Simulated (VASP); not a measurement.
# Si16N (a cell with a defect) in VASP: single point with PBE

Aim: the single point of Si16N (a cell with a defect) with PBE.

All numbers are computed with VASP 6.6.1; they aren't measurements. Logs are shortened: lines on timing, memory, paths and dates and some standing lists are left out, and cuts for length are marked.

## (1) The cell of the first run

The cell holds a defect, 17 atoms: a = 7.679 Å, b = 7.679 Å, c = 7.679 Å, α = 60.00°, β = 60.00°, γ = 60.00°.

## (2) Single point, PBE, collinear spin, ferromagnetic start

Input file INCAR:

```
SYSTEM = Si16N
ALGO = Normal ; EDIFF = 1E-6
ENCUT = 520 ; GGA = PE
ISIF = 2 ; ISMEAR = -1
ISPIN = 2 ; LASPH = .TRUE.
LCHARG = .FALSE. ; LORBIT = 11
LREAL = Auto ; LWAVE = .FALSE.
MAGMOM = 0 0 0 0 0 0 0 0 0 0 0 0 0 0 0 0 1 ; NBANDS = 52
NELM = 150 ; PREC = Accurate
SIGMA = 0.02
```

Input file KPOINTS:

```
k-points
0
G
  2 2 2
  0 0 0
```

Input file POSCAR:

```
Si16N
1.0
    0.0000000000      5.4300000000      5.4300000000
    5.4300000000      0.0000000000      5.4300000000
    5.4300000000      5.4300000000      0.0000000000
Si N
16 1
Direct
   -0.0053997994      0.0121360707     -0.0060890485
    0.1062837854      0.1599520983      0.1054635144
    0.0535917417     -0.0257671367      0.4738057160
    0.1329595639      0.1217976330      0.6212058919
    0.0149836631      0.5148416107      0.0144420938
    0.1397968297      0.6395601705      0.1390659373
   -0.0054610169      0.4946007339      0.5117148451
    0.1062285593      0.6062006039      0.6595437661
    0.4745609207     -0.0257035684      0.0527368599
    0.6219194226      0.1218144021      0.1322210343
    0.5081922818      0.0086613818      0.5074897572
    0.6345775801      0.1350122826      0.6340028284
    0.5124561435      0.4946086005     -0.0061347669
    0.6600856578      0.6063181707      0.1056120750
    0.4743155082      0.5538003564      0.4736661718
    0.6217063669      0.6333698341      0.6210247672
    0.3266216918      0.8269418560      0.3258789571
```

Potentials or basis: VASP PAW PBE potentials, release 64 (Si, N).

The run is started by

```console
$ cat potpaw_PBE.64/Si/POTCAR potpaw_PBE.64/N/POTCAR > POTCAR
$ mpirun -np 1 vasp_std > vasp.out
```

OUTCAR:

```text
SYSTEM = Si16N
   EDIFF = 1E-6
   ENCUT = 520
   GGA = PE
   ISIF = 2
   ISMEAR = -1
   ISPIN = 2
   LASPH = .TRUE.
   LORBIT = 11
   LREAL = Auto
   NELM = 150
   PREC = Accurate

 ion  position               nearest neighbor table
   1  0.995  0.012  0.994-   2 2.33  10 2.34   4 2.34   6 2.35
   2  0.106  0.160  0.105-   5 2.25   1 2.33   9 2.37   3 2.37
   3  0.054  0.974  0.474-  17 1.87   8 2.36   2 2.37   4 2.37  12 2.64
   4  0.133  0.122  0.621-   1 2.34   7 2.34  11 2.36   3 2.37
   5  0.015  0.515  0.014-  14 2.25   8 2.25   2 2.25   6 2.35
   6  0.140  0.640  0.139-   5 2.35   1 2.35   7 2.35  13 2.35
   7  0.995  0.495  0.512-   8 2.33   4 2.34  16 2.34   6 2.35
   8  0.106  0.606  0.660-   5 2.25   7 2.33   3 2.36  15 2.36
   9  0.475  0.974  0.053-  17 1.87  14 2.36   2 2.37  10 2.37  12 2.64
  10  0.622  0.122  0.132-   1 2.34  13 2.34  11 2.36   9 2.37
  11  0.508  0.009  0.507-   4 2.36  10 2.36  16 2.36  12 2.38
  12  0.635  0.135  0.634-  11 2.38   9 2.64  15 2.64   3 2.64
  13  0.512  0.495  0.994-  14 2.33  10 2.34  16 2.34   6 2.35
  14  0.660  0.606  0.106-   5 2.25  13 2.33   9 2.36  15 2.36
  15  0.474  0.554  0.474-  17 1.87  14 2.36   8 2.36  16 2.37  12 2.64
  16  0.622  0.633  0.621-   7 2.34  13 2.34  11 2.36  15 2.37
  17  0.327  0.827  0.326-   3 1.87   9 1.87  15 1.87

  LATTYP: Found a face centered cubic cell.
 ALAT       =    10.8600000000

  Lattice vectors:

 A1 = (   0.0000000000,   5.4300000000,   5.4300000000)
 A2 = (   5.4300000000,   0.0000000000,   5.4300000000)
 A3 = (   5.4300000000,   5.4300000000,   0.0000000000)

Analysis of symmetry for initial positions (statically):
=====================================================================
 Subroutine PRICEL returns:
 Original cell was already a primitive cell.

 Routine SETGRP: Setting up the symmetry group for a
 face centered cubic supercell.

 Subroutine GETGRP returns: Found  1 space group operations
 (whereof  1 operations were pure point group operations)
 out of a pool of 48 trial point group operations.

The static configuration has the point symmetry C_1 .

Analysis of symmetry for dynamics (positions and initial velocities):
=====================================================================
 Subroutine PRICEL returns:
 Original cell was already a primitive cell.

 Routine SETGRP: Setting up the symmetry group for a
 face centered cubic supercell.

 Subroutine GETGRP returns: Found  1 space group operations
 (whereof  1 operations were pure point group operations)
 out of a pool of 48 trial point group operations.

The dynamic configuration has the point symmetry C_1 .

Analysis of structural, dynamic, and magnetic symmetry:
=====================================================================
 Subroutine PRICEL returns:
 Original cell was already a primitive cell.

 Routine SETGRP: Setting up the symmetry group for a
 face centered cubic supercell.

 Subroutine GETGRP returns: Found  1 space group operations
 (whereof  1 operations were pure point group operations)
 out of a pool of 48 trial point group operations.

The overall configuration has the point symmetry C_1 .

 Subroutine INISYM returns: Found  1 space group operations
 (whereof  1 operations are pure point group operations),
 and found     1 'primitive' translations

----------------------------------------------------------------------------------------

                                     Primitive cell

  volume of cell :     320.2060

  direct lattice vectors                    reciprocal lattice vectors
     0.000000000  5.430000000  5.430000000    -0.092081031  0.092081031  0.092081031
     5.430000000  0.000000000  5.430000000     0.092081031 -0.092081031  0.092081031
     5.430000000  5.430000000  0.000000000     0.092081031  0.092081031 -0.092081031

  length of vectors
     7.679179644  7.679179644  7.679179644     0.159489025  0.159489025  0.159489025

  position of ions in fractional coordinates (direct lattice)
     0.994600201  0.012136071  0.993910951
     0.106283785  0.159952098  0.105463514
     0.053591742  0.974232863  0.473805716
     0.132959564  0.121797633  0.621205892
     0.014983663  0.514841611  0.014442094
     0.139796830  0.639560170  0.139065937
[... 9 lines left out ...]
     0.621706367  0.633369834  0.621024767
     0.326621692  0.826941856  0.325878957
[... 62 lines left out ...]
   ions per type =              16   1
   NGX,Y,Z   is equivalent  to a cutoff of  12.99, 12.99, 12.99 a.u.
   NGXF,Y,Z  is equivalent  to a cutoff of  25.98, 25.98, 25.98 a.u.
 SYSTEM =  Si16N
   PREC   = accura    normal or accurate (medium, high low for compatibility)
   ISTART =      0    job   : 0-new  1-cont  2-samecut
   ICHARG =      2    charge: 1-file 2-atom 10-const
   ISPIN  =      2    spin polarized calculation?
   LNONCOLLINEAR =      F non collinear calculations
   LSORBIT =      F    spin-orbit coupling
   LASPH  =      T    aspherical Exc in radial PAW
   ENCUT  =  520.0 eV  38.22 Ry    6.18 a.u.  14.28 14.28 14.28*2*pi/ulx,y,z
   NELM   =    150;   NELMIN=  2; NELMDL= -5     # of ELM steps
   EDIFF  = 0.1E-05   stopping-criterion for ELM
   LREAL  =      T    real-space projection
   EDIFFG = 0.1E-04   stopping-criterion for IOM
   NSW    =      0    number of steps for IOM
   IBRION =     -1    ionic relax: 0-MD 1-quasi-New 2-CG
   NFREE  =      0    steps in history (QN), initial steepest desc. (CG)
   ISIF   =      2    stress and relaxation
   ISYM   =      2    0-nonsym 1-usesym 2-fastsym
   POTIM  = 0.5000    time-step for ionic-motion
   TEBEG  =    0.0;   TEEND  =   0.0 temperature during run
   PSTRESS=    0.0 pullay stress
   NELECT =      69.0000    total number of electrons
   NUPDOWN=      -1.0000    fix difference up-down
   EMIN   =  10.00;   EMAX   =-10.00  energy-range for DOS
   EFERMI =   0.00;   METHOD = LEGACY
   ISMEAR =    -1;   SIGMA  =   0.02  broadening in eV -4-tet -1-fermi 0-gaus
   EFERMI_NEDOS =   21; number of points for ismear=-14 and -15
   IALGO  =     38    algorithm
   IMIX   =      4    mixing-type and parameters
     AMIX     =   0.40;   BMIX     =  1.00
     AMIX_MAG =   1.60;   BMIX_MAG =  1.00
  volume/ion in A,a.u.               =      18.84       127.11
  Fermi-wavevector in a.u.,A,eV,Ry     =   0.981480  1.854728 13.106528  0.963303
  Thomas-Fermi vector in A             =   2.112490
   LORBIT       =     11    0 simple, 1 ext, 2 COOP (PROOUT), +10 PAW based schemes
   GGA     = PE    functional components
   LHFCALC =     F    Hartree Fock is set to
   AEXX    =    0.0000 exact exchange contribution
   IVDW    =     0    specifies the selected vdW correction
   LEPSILON=     F    determine dielectric tensor
   LRPA    =     F    only Hartree local field effects (RPA)
 spin polarized calculation
  energy-cutoff  :      520.00
  volume of cell :      320.21
 maximum number of plane-waves:      8646
 NGX is ok and might be reduce to    60
   NGX = 29   NGY = 29   NGZ = 29

 number of electron      69.0000000 magnetization       0.0170299

 Free energy of the ion-electron system (eV)
  ---------------------------------------------------
  ext. energy  EPLUGINS =         0.00000000
  ---------------------------------------------------
  free energy    TOTEN  =       -91.12631592 eV

  energy without entropy =      -91.11636191  energy(sigma->0) =      -91.12133892

 E-fermi :   5.7967     XC(G=0):  -9.5664

 val. band max:        5.7850459361   @ k =   0.0000   0.5000   0.0000
 cond. band min:       6.2379885722   @ k =   0.0000   0.0000   0.0000
 fundamental gap:      0.4529426361
 Fermi energy:         5.7967419430

 spin component 1

 k-point     1 :       0.0000    0.0000    0.0000
  band No.  band energies     occupation
      1      -9.9077      1.00000
      2      -5.5854      1.00000
      3      -4.0877      1.00000
      4      -4.0856      1.00000
      5      -3.8027      1.00000
      6      -3.0558      1.00000
[... 381 lines left out ...]
     45      10.0780      0.00000
     46      10.3281      0.00000
 Fermi energy:         5.7967419430

 spin component 2

 k-point     1 :       0.0000    0.0000    0.0000
  band No.  band energies     occupation
      1      -9.9053      1.00000
      2      -5.5845      1.00000
      3      -4.0865      1.00000
      4      -4.0844      1.00000
      5      -3.8019      1.00000
      6      -3.0549      1.00000
[... 381 lines left out ...]
     45      10.0786      0.00000
     46      10.3290      0.00000
 [bands above 46 left out]

------------------------ aborting loop because EDIFF is reached ----------------------------------------

  FORCE on cell =-STRESS in cart. coord.  units (eV):
  Direction    XX          YY          ZZ          XY          YZ          ZX
  --------------------------------------------------------------------------------------
  -------------------------------------------------------------------------------------
  Total        6.6881978      6.6597520      6.6773221     -0.2816097     -0.2681699     -0.2535931
  in kB       33.4649520     33.3226212     33.4105347     -1.4090574     -1.3418103     -1.2688742
  external PRESSURE =      33.3993693 kB  Pullay stress =       0.0000000 kB

 VOLUME and BASIS-vectors are now :
 -----------------------------------------------------------------------------
  energy-cutoff  :      520.00
  volume of cell :      320.21
      direct lattice vectors                 reciprocal lattice vectors
     0.000000000  5.430000000  5.430000000    -0.092081031  0.092081031  0.092081031
     5.430000000  0.000000000  5.430000000     0.092081031 -0.092081031  0.092081031
     5.430000000  5.430000000  0.000000000     0.092081031  0.092081031 -0.092081031

 POSITION                                       TOTAL-FORCE (eV/Angst)
 -----------------------------------------------------------------------------------
      5.46284     10.79762      5.46658         0.001596      0.014378      0.003524
      1.44121      1.14979      1.44566        -0.056412      0.027214     -0.060771
      7.86285      2.86377      5.58109        -0.012911      0.004099      0.022168
      4.03451      4.09512      1.38333         0.015279      0.002405      0.011261
      2.87401      0.15978      2.87695         0.045840      0.051838      0.048914
      4.22794      1.51422      4.23191         0.015608      0.019192      0.014684
[... 9 lines left out ...]
      6.81136      6.74803      6.81506         0.008192      0.024529      0.007828
      6.25982      3.54308      6.26385        -0.013838     -0.006415     -0.013051
 -----------------------------------------------------------------------------------
    total drift:                                0.005057      0.006085      0.001311

  FREE ENERGIE OF THE ION-ELECTRON SYSTEM (eV)
  ---------------------------------------------------
  free  energy   TOTEN  =       -91.1263159209 eV

  energy  without entropy=      -91.1163619140  energy(sigma->0) =      -91.12133892

 total charge

# of ion       s       p       d       tot
------------------------------------------
    1        0.741   0.956   0.000   1.698
    2        0.777   0.921   0.000   1.698
    3        0.735   0.910   0.000   1.645
    4        0.750   0.945   0.000   1.694
    5        0.752   1.016   0.000   1.768
    6        0.744   0.947   0.000   1.691
[... 9 lines left out ...]
   16        0.750   0.944   0.000   1.694
   17        1.293   2.436   0.000   3.729
--------------------------------------------------
tot         13.387  17.280   0.000  30.667

 magnetization (x)

# of ion       s       p       d       tot
------------------------------------------
    1        0.000   0.000   0.000   0.000
    2        0.000   0.000   0.000   0.000
    3        0.000   0.000   0.000   0.000
    4        0.000   0.001   0.000   0.001
    5        0.000   0.000   0.000   0.000
    6       -0.000  -0.000   0.000  -0.000
[... 9 lines left out ...]
   16        0.000   0.001   0.000   0.001
   17        0.000   0.001   0.000   0.002
--------------------------------------------------
tot          0.000   0.007   0.000   0.007
```

It took 11 min on 1 thread of Intel Xeon Platinum 8375C at 2.90GHz (Ice Lake), shared host; peak memory 0.68 GiB.

Results:

| Property | Result |
| --- | --- |
| Free energy | -91.1263 eV |
| Pressure | 3.3 GPa |
| Largest force | 0.092 eV/Å |
| Net moment | 0.02 μB per cell |
| Valence electrons inside the program's atomic spheres | Si 1.70, 1.65, 1.69, 1.77, 1.58 (each value once); N 3.73 |

Forces on the atoms (eV/Å):
```
Si   0.002  0.014  0.004
Si  -0.056  0.027 -0.061
Si  -0.013  0.004  0.022
Si   0.015  0.002  0.011
Si   0.046  0.052  0.049
Si   0.016  0.019  0.015
Si   0.004 -0.001  0.009
Si  -0.064 -0.063  0.018
Si   0.028  0.009 -0.013
Si   0.013  0.003  0.015
Si  -0.004  0.006 -0.005
Si  -0.015 -0.013 -0.010
Si   0.008 -0.004  0.003
Si   0.011 -0.060 -0.064
Si   0.016 -0.014  0.013
Si   0.008  0.025  0.008
N   -0.014 -0.006 -0.013
```

Levels at points of the mesh, in eV from the Fermi level:
Spin up:
```
           k point  band 32  band 33  band 34  band 35  band 36  band 37  band 38  band 39
(0.00, 0.00, 0.00)    -0.10    -0.09     0.44     0.68     0.68     1.12     1.12     1.14
(0.50, 0.00, 0.00)    -0.62    -0.49    -0.44    -0.02     1.58     1.62     1.67     1.91
(0.00, 0.50, 0.00)    -0.62    -0.49    -0.44    -0.02     1.58     1.62     1.67     1.91
(0.00, 0.00, 0.50)    -0.62    -0.49    -0.44    -0.02     1.58     1.62     1.67     1.91
(0.50, 0.50, 0.50)    -0.77    -0.50    -0.50     0.80     0.80     1.64     1.66     1.66
(0.50, 0.50, 0.00)    -1.08    -0.97    -0.61    -0.25     1.35     1.52     1.70     2.59
(0.00, 0.50, 0.50)    -1.08    -0.97    -0.61    -0.25     1.35     1.52     1.70     2.59
(0.50, 0.00, 0.50)    -1.08    -0.97    -0.61    -0.25     1.35     1.52     1.70     2.59
```
Spin down:
| k point | band 33 | band 34 | band 35 | band 36 | band 37 | band 38 |
| --- | --- | --- | --- | --- | --- | --- |
| (0.00, 0.00, 0.00) | -0.09 | 0.44 | 0.68 | 0.68 | 1.12 | 1.12 |
| (0.50, 0.00, 0.00) | -0.49 | -0.44 | -0.01 | 1.58 | 1.62 | 1.67 |
| (0.00, 0.50, 0.00) | -0.49 | -0.44 | -0.01 | 1.58 | 1.62 | 1.67 |
| (0.00, 0.00, 0.50) | -0.49 | -0.44 | -0.01 | 1.58 | 1.62 | 1.67 |
| (0.50, 0.50, 0.50) | -0.50 | -0.50 | 0.80 | 0.80 | 1.64 | 1.66 |
| (0.50, 0.50, 0.00) | -0.97 | -0.60 | -0.25 | 1.35 | 1.52 | 1.70 |
| (0.00, 0.50, 0.50) | -0.97 | -0.61 | -0.25 | 1.35 | 1.52 | 1.70 |
| (0.50, 0.00, 0.50) | -0.97 | -0.60 | -0.25 | 1.35 | 1.52 | 1.70 |

Caveat: the k points lie up to 0.50 Å⁻¹ apart.
